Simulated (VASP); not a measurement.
# Ir: single point with PBE

The system is Ir, a slab with vacuum.

```xyz
6
Lattice="4.7609 0.0000 0.0000 0.0000 4.4542 0.0000 0.0000 0.0000 18.7487" Properties=species:S:1:pos:R:3 pbc="T T T"
Ir    1.7591    3.3406    8.1251
Ir    3.0018    1.1135    8.1251
Ir    4.1553    3.3406    9.3744
Ir    0.6055    1.1135    9.3744
Ir    1.7591    3.3406   10.6236
Ir    3.0018    1.1135   10.6236
```

```yaml
Program: VASP 6.6.1
Task: single point
Functional: PBE
Potentials_or_basis: VASP PAW PBE potentials, release 64 (Ir)
Cutoff: 520 eV
k_mesh: 7 × 8 × 1
Occupations: fermi-dirac, width 0.08 eV
Spin: no spin polarisation
Dipole_correction: yes
Further_INCAR_settings: ALGO = Normal; EDIFF = 1e-06; NBANDS = 36
```

| Quantity | Value |
| --- | --- |
| Largest force | 0.042 eV/Å |
| Band gap on the k mesh | zero (band 27 reaches -1.56 eV, above the bottom of band 28 at -2.08 eV) |

Forces on the atoms (eV/Å):
```
Ir  -0.016  0.000 -0.039
Ir   0.016  0.000 -0.039
Ir  -0.030  0.000  0.000
Ir   0.030  0.000  0.000
Ir  -0.016  0.000  0.039
Ir   0.016  0.000  0.039
```

Levels at points of the mesh, in eV from the Fermi level:
```
           k point  band 23  band 24  band 25  band 26  band 27  band 28  band 29  band 30  band 31  band 32
(0.00, 0.00, 0.00)    -1.55    -1.18    -0.70    -0.45    -0.37    -0.08     0.03     0.79     1.13     1.31
(0.00, 0.50, 0.00)    -1.03    -1.03    -0.24    -0.24     0.04     0.04     0.62     0.62     1.39     1.39
```

Run time: 3.9 min on 1 thread of Intel(R) Xeon(R) 6975P-C (Granite Rapids), with other jobs on the host, peak memory 0.54 GiB.

Caveat: spin-orbit coupling is left out, which moves the levels of the heavy elements.
